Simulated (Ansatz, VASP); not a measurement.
# CuGe3Sb2I in VASP and in Ansatz

```
Cu Ge Sb I
1.0
     5.22286    0.00000    0.00000
     0.00000    5.22286    0.00000
     0.00000    0.00000   10.47563
Cu Ge Sb I
1 3 2 1
Cartesian
  0.0000 0.0000 5.2378
  0.0000 2.6114 6.5310
  2.6114 0.0000 3.9446
  0.0000 0.0000 0.0000
  0.0000 0.0000 7.8617
  0.0000 0.0000 2.6139
  2.6114 2.6114 5.2378
```

Alike in both runs: functional PBE; k mesh 3 × 3 × 2; occupations gaussian, width 0.15 eV; collinear spin.

Ansatz relaxed the structure, and its values are those at the end. VASP's run is a single point on that final structure, the one shown.

|  | VASP | Ansatz |
| --- | --- | --- |
| version | VASP 6.6.1 | Ansatz 0.2.0 |
| potentials or method | VASP PAW PBE potentials, release 64 (Cu, Ge_d, Sb, I), cutoff 520 eV | scalar-relativistic, plane waves, PAW |
| valence electrons in the cell | 70 | 108 |

|  | VASP | Ansatz | Ansatz less VASP |
| --- | --- | --- | --- |
| gap on the k mesh at the Fermi level (eV) | 0.09 | 0.09 | +0.002 |
| least direct gap on the mesh (eV) | 0.14 | 0.14 | +0.005 |
| pressure (GPa) | 0.0 | 0.0 | -0.02 |
| rms of the force components (eV/Å) | 0.008 | 0.013 | +0.0043 |
| net moment per atom (μB) | 0.00 | 0.00 | 0.000 |

VASP's potentials hold 70 valence electrons a cell and Ansatz's 108, so a difference there can come from the potentials and not from the codes. Ansatz's warnings: seeded moment not kept.

Neither program's run includes spin-orbit coupling.
